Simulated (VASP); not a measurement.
Input of a VASP 6.6.1 run:

Contents of INCAR:

```
PREC = Accurate
ENCUT = 600
EDIFF = 1E-7
ISMEAR = 1
SIGMA = 0.1
LREAL = F
LASPH = T
NELM = 60
ALGO = Normal
ISIF = 3
LWAVE = F
LCHARG = F
GGA = PS
IBRION = 2
NSW = 80
EDIFFG = -0.01
```

File KPOINTS:

```
regular mesh
0
Gamma
  16 16 16
```

POSCAR

```
Nb
1.0
   -1.6639500000      1.6639500000      1.6639500000
    1.6639500000     -1.6639500000      1.6639500000
    1.6639500000      1.6639500000     -1.6639500000
Nb
1
Direct
    0.0000000000      0.0000000000      0.0000000000
```

Potentials or basis: VASP PAW PBE potentials, release 64 (Nb_sv).

Run with:

```console
$ cat potpaw_PBE.64/Nb_sv/POTCAR > POTCAR
$ mpirun -np 1 vasp_std > vasp.out
```

**Question.** What does it give for the relaxed volume?

**Answer.** 17.46 Å³/atom.

**Question.** Predict the band gap on the k mesh.

**Answer.** Zero (an odd number of electrons rules out a gap without spin polarisation).

**Question.** What does it give for the space group after relaxing (to 0.1 Å)?

**Answer.** Im-3m (No. 229).

**Question.** Estimate the relaxed cell.

**Answer.** a = 2.831 Å, b = 2.831 Å, c = 2.831 Å, α = 109.47°, β = 109.47°, γ = 109.47°.

Final structure:
```
Nb
1.0
    -1.63433    1.63433    1.63433
     1.63433   -1.63433    1.63433
     1.63433    1.63433   -1.63433
Nb
1
Direct
  0.00000 0.00000 0.00000
```

Caveat: the PAW data sets were made with another functional, which shifts forces and pressure a little.
